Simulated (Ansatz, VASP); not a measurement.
Given: the input of a run of VASP 6.6.1 on BiPt3.

File INCAR:

```
ALGO = Normal
EDIFF = 1E-6
ENCUT = 520
GGA = PE
ISIF = 2
ISMEAR = -1
LASPH = True
LCHARG = False
LREAL = False
LWAVE = False
NBANDS = 30
NELM = 80
PREC = Accurate
SIGMA = 0.05
```

File KPOINTS:

```
k-points
0
Gamma
  7 7 7
```

File POSCAR:

```
BiPt3
1.0
    4.1583968715      0.0000000000      0.0000000000
    0.0000000000      4.1583968715      0.0000000000
    0.0000000000      0.0000000000      4.1583968715
Bi Pt
1 3
Direct
    0.0000000000      0.0000000000      0.0000000000
    0.5000000000      0.5000000000      0.0000000000
    0.5000000000      0.0000000000      0.5000000000
    0.0000000000      0.5000000000      0.5000000000
```

Potentials or basis: VASP PAW PBE potentials, release 64 (Bi_d, Pt).

Run with:

```bash
$ cat potpaw_PBE.64/Bi_d/POTCAR potpaw_PBE.64/Pt/POTCAR > POTCAR
$ mpirun -np 1 vasp_std > vasp.out
```

Question: Translate it to Ansatz 0.2.0. Potentials there: Ansatz PAW.

Answer: As run (the cutoff follows the program's own potentials):

input.yaml

```yaml
crystal:
  lattice:
    - [4.1583968715, 0.0, 0.0]
    - [0.0, 4.1583968715, 0.0]
    - [0.0, 0.0, 4.1583968715]
  atoms:
    - { symbol: Bi, position: [0.0, 0.0, 0.0] }
    - { symbol: Pt, position: [0.5, 0.5, 0.0] }
    - { symbol: Pt, position: [0.5, 0.0, 0.5] }
    - { symbol: Pt, position: [0.0, 0.5, 0.5] }
hamiltonian:
  xc: pbe
  pseudopotentials: { kind: paw }
kpoints:
  mp_grid: { grid: [7, 7, 7] }
scf:
  occupations: { method: fermi_dirac, width: 0.05 }
output:
  forces: true
  stress: true
  eigenvalues: true
```

Potentials or basis: Ansatz PAW.

Run with:

```bash
$ ansatz run input.yaml --threads 2 --pin off --max-ram 5120MiB --backend cpu --events-out ev --progress --plain --runs-dir out
```

Both were run:

|  | VASP | Ansatz | Ansatz less VASP |
| --- | --- | --- | --- |
| gap on the k mesh at the Fermi level (eV) | none | none | - |
| pressure (GPa) | 2.0 | 2.1 | +0.14 |

A gap of «none» marks a metal or a gap that the smearing closes. VASP's potentials hold 45 valence electrons a cell and Ansatz's 69, so a difference there can come from the potentials and not from the codes.

Neither program's run includes spin-orbit coupling.
